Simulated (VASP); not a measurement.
# Hf in VASP: a series of runs, part 2 of 3

VASP 6.6.1. Earlier steps stand in the parts before.

**4. Electric field gradients, PBEsol (zz strain of +3 %)**

INCAR

```
SYSTEM = Hf
PREC     = Accurate       ! precision mode
ENCUT    = 520            ! plane-wave cutoff, eV
EDIFF    = 1E-8           ! SCF threshold, eV
ISMEAR   = -1             ! smearing method
SIGMA    = 0.05           ! smearing width, eV
LREAL    = .FALSE.        ! projectors in reciprocal space
LASPH    = .TRUE.         ! aspherical terms in the spheres
NELM     = 60             ! most SCF steps
ALGO     = Normal         ! electronic algorithm
ISIF     = 2              ! what is computed and relaxed
LWAVE    = .FALSE.        ! write WAVECAR
LCHARG   = .FALSE.        ! write CHGCAR
GGA      = PS             ! functional
LEFG     = .TRUE.       
NBANDS   = 11             ! bands
```

KPOINTS

```
Automatic mesh
0
G
  14 14 14
  0 0 0
```

POSCAR

```
Hf
1.0
   -1.8050000000      1.8050000000      1.8591500000
    1.8050000000     -1.8050000000      1.8591500000
    1.8050000000      1.8050000000     -1.8591500000
Hf
1
Direct
    0.0000000000      0.0000000000      0.0000000000
```

Potentials or basis: VASP PAW PBE potentials, release 64 (Hf_pv).

On the command line:

```sh
$ cat potpaw_PBE.64/Hf_pv/POTCAR > POTCAR
$ mpirun -np 1 vasp_std > vasp.out
```

OUTCAR:

```text
SYSTEM = Hf
   PREC = Accurate
   ENCUT = 520
   EDIFF = 1E-8
   ISMEAR = -1
   LREAL = .FALSE.
   LASPH = .TRUE.
   NELM = 60
   ISIF = 2
   GGA = PS

 ion  position               nearest neighbor table
   1  0.000  0.000  0.000-

  LATTYP: Found a body centered tetragonal cell.
 ALAT       =     3.6100000000
 C/A-ratio  =     1.0300000000

  Lattice vectors:

 A1 = (  -1.8050000000,   1.8050000000,   1.8591500000)
 A2 = (   1.8050000000,  -1.8050000000,   1.8591500000)
 A3 = (   1.8050000000,   1.8050000000,  -1.8591500000)

Analysis of symmetry for initial positions (statically):
=====================================================================
 Subroutine PRICEL returns:
 Original cell was already a primitive cell.

 Routine SETGRP: Setting up the symmetry group for a
 body centered tetragonal supercell.

 Subroutine GETGRP returns: Found 16 space group operations
 (whereof 16 operations were pure point group operations)
[... 517 lines left out ...]

 VOLUME and BASIS-vectors are now :
 -----------------------------------------------------------------------------
  energy-cutoff  :      520.00
  volume of cell :       24.23
      direct lattice vectors                 reciprocal lattice vectors
    -1.805000000  1.805000000  1.859150000     0.000000000  0.277008310  0.268940107
     1.805000000 -1.805000000  1.859150000     0.277008310  0.000000000  0.268940107
     1.805000000  1.805000000 -1.859150000     0.277008310  0.277008310  0.000000000

 POSITION                                       TOTAL-FORCE (eV/Angst)
 -----------------------------------------------------------------------------------
      0.00000      0.00000      0.00000        -0.000000      0.000000     -0.000000
 -----------------------------------------------------------------------------------
    total drift:                               -0.000000      0.000000      0.000000

  FREE ENERGIE OF THE ION-ELECTRON SYSTEM (eV)
  ---------------------------------------------------
  free  energy   TOTEN  =       -10.2262710714 eV

  energy  without entropy=      -10.2082332081  energy(sigma->0) =      -10.21725214

 Electric field gradients (V/A^2)
---------------------------------------------------------------------
 ion       V_xx      V_yy      V_zz      V_xy      V_xz      V_yz
---------------------------------------------------------------------
   1      -1.333    -1.333     2.667    -0.000     0.000     0.000
---------------------------------------------------------------------

 Electric field gradients after diagonalization (V/A^2)
 (convention: |V_zz| > |V_xx| > |V_yy|)
----------------------------------------------------------------------
 ion       V_xx      V_yy      V_zz     asymmetry (V_yy - V_xx)/ V_zz
----------------------------------------------------------------------
   1      -1.333    -1.333     2.667       0.000
----------------------------------------------------------------------

           NMR quadrupolar parameters

 Cq : quadrupolar parameter    Cq=e*Q*V_zz/h
 eta: asymmetry parameters     (V_yy - V_xx)/ V_zz
 Q  : nuclear electric quadrupole moment in mb (millibarn)
----------------------------------------------------------------------
 ion       Cq(MHz)       eta       Q (mb)
----------------------------------------------------------------------
   1       0.006       0.000       1.000
----------------------------------------------------------------------
```

OSZICAR:

```text
N       E                     dE             d eps       ncg     rms          rms(c)
DAV:   1     0.120577151685E+02    0.12058E+02   -0.56608E+03  5400   0.829E+02
DAV:   2    -0.101684002823E+02   -0.22226E+02   -0.21523E+02  6654   0.153E+02
DAV:   3    -0.106656714673E+02   -0.49727E+00   -0.49111E+00  6733   0.154E+01
DAV:   4    -0.106679565733E+02   -0.22851E-02   -0.22845E-02  6084   0.126E+00
DAV:   5    -0.106679711775E+02   -0.14604E-04   -0.14604E-04  6734   0.897E-02    0.438E+01
DAV:   6    -0.103325669685E+02    0.33540E+00   -0.29070E-01  5944   0.378E+00    0.248E+01
DAV:   7    -0.102304234695E+02    0.10214E+00   -0.35668E-01  6151   0.403E+00    0.119E+00
DAV:   8    -0.102262736975E+02    0.41498E-02   -0.22480E-02  5970   0.107E+00    0.158E-01
DAV:   9    -0.102262679901E+02    0.57074E-05   -0.30428E-04  6760   0.153E-01    0.534E-02
DAV:  10    -0.102262717916E+02   -0.38015E-05   -0.23084E-05  6462   0.353E-02    0.316E-02
DAV:  11    -0.102262711240E+02    0.66763E-06   -0.34516E-06  6409   0.137E-02    0.174E-03
DAV:  12    -0.102262711083E+02    0.15633E-07   -0.50309E-08  6610   0.210E-03    0.153E-03
DAV:  13    -0.102262710687E+02    0.39656E-07   -0.15998E-09  3866   0.340E-04    0.918E-05
DAV:  14    -0.102262710714E+02   -0.27558E-08   -0.16653E-10  3500   0.119E-04
   1 F= -.10226271E+02 E0= -.10217252E+02  d E =-.180379E-01
```

stdout:

```text
POSCAR found type information on POSCAR Hf
 POSCAR found :  1 types and       1 ions
 scaLAPACK will be used
 -----------------------------------------------------------------------------
|                                                                             |
|                                                                             |
|     You enforced a specific xc type in the INCAR file but a different       |
|     I HOPE YOU KNOW WHAT YOU ARE DOING!                                     |
|                                                                             |
 -----------------------------------------------------------------------------

 LDA part: xc-table for (Slater+PW92), standard interpolation
 POSCAR, INCAR and KPOINTS ok, starting setup
 FFT: planning ... GRIDC
 FFT: planning ... GRID_SOFT
 FFT: planning ... GRID
 WAVECAR not read
 entering main loop
ion   1
```

Wall time 17 s (1 thread of Intel Xeon 6975P-C (Granite Rapids), shared host); peak memory 0.19 GiB.

What came out:

```yaml
Free_energy: -10.2263 eV
Pressure: -11.4 GPa
Band_gap_on_the_k_mesh: zero (band 5 reaches 5.25 eV, above the bottom of band 6 at 3.22 eV)
```

Electric field gradients, principal values (V/Å²):
```
atom   least  middle  greatest (by size)
1 Hf  -1.333  -1.333               2.667
```

Caveat: the cell differs from its parent crystal (zz strain of +3 %); without QUAD_EFG the Cq values of the log hold for a quadrupole moment of 1 mb, not for the nuclei; the PAW data sets were made with another functional, which shifts forces and pressure a little; spin-orbit coupling is left out, which moves the levels of the heavy elements.

**5. Electric field gradients, PBEsol (zz strain of +3 %)**

INCAR

```
  PREC = Accurate
  ENCUT = 520
  EDIFF = 1E-8
  ISMEAR = -1
  SIGMA = 0.05
  LREAL = F
  LASPH = T
  NELM = 80
  ALGO = Normal
  ISIF = 2
  LWAVE = F
  LCHARG = F
  GGA = PS
  LEFG = T
  NBANDS = 11
```

KPOINTS

```
regular mesh
0
Gamma
  14 14 14
```

POSCAR is that of step 4.

Potentials or basis: VASP PAW PBE potentials, release 64 (Hf_pv).

On the command line:

```sh
$ cat potpaw_PBE.64/Hf_pv/POTCAR > POTCAR
$ mpirun -np 1 vasp_std > vasp.out
```

OUTCAR:

```text
PREC = Accurate
   ENCUT = 520
   EDIFF = 1E-8
   ISMEAR = -1
   LREAL = F
   LASPH = T
   NELM = 80
   ISIF = 2
   GGA = PS

 ion  position               nearest neighbor table
   1  0.000  0.000  0.000-

  LATTYP: Found a body centered tetragonal cell.
 ALAT       =     3.6100000000
 C/A-ratio  =     1.0300000000

  Lattice vectors:

 A1 = (  -1.8050000000,   1.8050000000,   1.8591500000)
 A2 = (   1.8050000000,  -1.8050000000,   1.8591500000)
 A3 = (   1.8050000000,   1.8050000000,  -1.8591500000)

Analysis of symmetry for initial positions (statically):
=====================================================================
 Subroutine PRICEL returns:
 Original cell was already a primitive cell.

 Routine SETGRP: Setting up the symmetry group for a
 body centered tetragonal supercell.

 Subroutine GETGRP returns: Found 16 space group operations
 (whereof 16 operations were pure point group operations)
 out of a pool of 16 trial point group operations.

The static configuration has the point symmetry D_4h.

Analysis of symmetry for dynamics (positions and initial velocities):
=====================================================================
 Subroutine PRICEL returns:
 Original cell was already a primitive cell.

 Routine SETGRP: Setting up the symmetry group for a
 body centered tetragonal supercell.

 Subroutine GETGRP returns: Found 16 space group operations
 (whereof 16 operations were pure point group operations)
 out of a pool of 16 trial point group operations.

The dynamic configuration has the point symmetry D_4h.

 Subroutine INISYM returns: Found 16 space group operations
 (whereof 16 operations are pure point group operations),
[... 153 lines left out ...]
      2     -26.1973      2.00000
      3     -26.1971      2.00000
      4      -2.8798      2.00000
      5       5.2489      0.00000
      6       5.2489      0.00000
      7       5.5391      0.00000
      8       7.7002      0.00000
      9       8.0972      0.00000
     10      16.5622      0.00000
     11      16.8395      0.00000
[... 309 lines left out ...]
 k-point    24 :       0.2857    0.1429    0.0000
  band No.  band energies     occupation
      1     -26.6999      2.00000
      2     -26.3896      2.00000
      3     -26.2324      2.00000
      4       0.6183      2.00000
      5       3.6769      1.97908
      6       3.9972      0.27025
      7       7.4195      0.00000
      8       8.3003      0.00000
      9       9.7329      0.00000
     10      14.0150      0.00000
     11      16.2332      0.00000

 [... further k-points ...]
[... 5 lines left out ...]
  --------------------------------------------------------------------------------------
  -------------------------------------------------------------------------------------
  Total       -1.8011055     -1.8011055     -1.5839212      0.0000000      0.0000000      0.0000000
  in kB     -119.1025077   -119.1025077   -104.7406627      0.0000000      0.0000000      0.0000000
  external PRESSURE =    -114.3152261 kB  Pullay stress =       0.0000000 kB

 VOLUME and BASIS-vectors are now :
 -----------------------------------------------------------------------------
  energy-cutoff  :      520.00
  volume of cell :       24.23
      direct lattice vectors                 reciprocal lattice vectors
    -1.805000000  1.805000000  1.859150000     0.000000000  0.277008310  0.268940107
     1.805000000 -1.805000000  1.859150000     0.277008310  0.000000000  0.268940107
     1.805000000  1.805000000 -1.859150000     0.277008310  0.277008310  0.000000000

 POSITION                                       TOTAL-FORCE (eV/Angst)
 -----------------------------------------------------------------------------------
      0.00000      0.00000      0.00000        -0.000000      0.000000     -0.000000
 -----------------------------------------------------------------------------------
    total drift:                               -0.000000      0.000000      0.000000

  FREE ENERGIE OF THE ION-ELECTRON SYSTEM (eV)
  ---------------------------------------------------
  free  energy   TOTEN  =       -10.2262710714 eV

  energy  without entropy=      -10.2082332081  energy(sigma->0) =      -10.21725214

 Electric field gradients (V/A^2)
---------------------------------------------------------------------
 ion       V_xx      V_yy      V_zz      V_xy      V_xz      V_yz
---------------------------------------------------------------------
   1      -1.333    -1.333     2.667    -0.000     0.000     0.000
---------------------------------------------------------------------

 Electric field gradients after diagonalization (V/A^2)
 (convention: |V_zz| > |V_xx| > |V_yy|)
----------------------------------------------------------------------
 ion       V_xx      V_yy      V_zz     asymmetry (V_yy - V_xx)/ V_zz
----------------------------------------------------------------------
   1      -1.333    -1.333     2.667       0.000
----------------------------------------------------------------------

           NMR quadrupolar parameters

 Cq : quadrupolar parameter    Cq=e*Q*V_zz/h
 eta: asymmetry parameters     (V_yy - V_xx)/ V_zz
 Q  : nuclear electric quadrupole moment in mb (millibarn)
----------------------------------------------------------------------
 ion       Cq(MHz)       eta       Q (mb)
----------------------------------------------------------------------
   1       0.006       0.000       1.000
----------------------------------------------------------------------
```

OSZICAR:

```text
N       E                     dE             d eps       ncg     rms          rms(c)
DAV:   1     0.120577151685E+02    0.12058E+02   -0.56608E+03  5400   0.829E+02
DAV:   2    -0.101684002823E+02   -0.22226E+02   -0.21523E+02  6654   0.153E+02
DAV:   3    -0.106656714673E+02   -0.49727E+00   -0.49111E+00  6733   0.154E+01
DAV:   4    -0.106679565733E+02   -0.22851E-02   -0.22845E-02  6084   0.126E+00
DAV:   5    -0.106679711775E+02   -0.14604E-04   -0.14604E-04  6734   0.897E-02    0.438E+01
DAV:   6    -0.103325669685E+02    0.33540E+00   -0.29070E-01  5944   0.378E+00    0.248E+01
DAV:   7    -0.102304234695E+02    0.10214E+00   -0.35668E-01  6151   0.403E+00    0.119E+00
DAV:   8    -0.102262736975E+02    0.41498E-02   -0.22480E-02  5970   0.107E+00    0.158E-01
DAV:   9    -0.102262679901E+02    0.57074E-05   -0.30428E-04  6760   0.153E-01    0.534E-02
DAV:  10    -0.102262717916E+02   -0.38015E-05   -0.23084E-05  6462   0.353E-02    0.316E-02
DAV:  11    -0.102262711240E+02    0.66763E-06   -0.34516E-06  6409   0.137E-02    0.174E-03
DAV:  12    -0.102262711083E+02    0.15633E-07   -0.50309E-08  6610   0.210E-03    0.153E-03
DAV:  13    -0.102262710687E+02    0.39656E-07   -0.15998E-09  3866   0.340E-04    0.918E-05
DAV:  14    -0.102262710714E+02   -0.27558E-08   -0.16653E-10  3500   0.119E-04
   1 F= -.10226271E+02 E0= -.10217252E+02  d E =-.180379E-01
```

stdout:

```text
POSCAR found type information on POSCAR Hf
 POSCAR found :  1 types and       1 ions
 scaLAPACK will be used
 -----------------------------------------------------------------------------
|                                                                             |
|                                                                             |
|     You enforced a specific xc type in the INCAR file but a different       |
|     I HOPE YOU KNOW WHAT YOU ARE DOING!                                     |
|                                                                             |
 -----------------------------------------------------------------------------

 LDA part: xc-table for (Slater+PW92), standard interpolation
 POSCAR, INCAR and KPOINTS ok, starting setup
 FFT: planning ... GRIDC
 FFT: planning ... GRID_SOFT
 FFT: planning ... GRID
 WAVECAR not read
 entering main loop
ion   1
```

Wall time 17 s (1 thread of Intel Xeon 6975P-C (Granite Rapids), shared host); peak memory 0.19 GiB.

What came out:

| Quantity | Value |
| --- | --- |
| Free energy | -10.2263 eV |
| Pressure | -11.4 GPa |
| Band gap on the k mesh | zero (band 5 reaches 5.25 eV, above the bottom of band 6 at 3.22 eV) |

Electric field gradients, principal values (V/Å²):
```
atom   least  middle  greatest (by size)
1 Hf  -1.333  -1.333               2.667
```

Caveat: the cell differs from its parent crystal (zz strain of +3 %); without QUAD_EFG the Cq values of the log hold for a quadrupole moment of 1 mb, not for the nuclei; the PAW data sets were made with another functional, which shifts forces and pressure a little; spin-orbit coupling is left out, which moves the levels of the heavy elements.

[end of part 2 of 3]
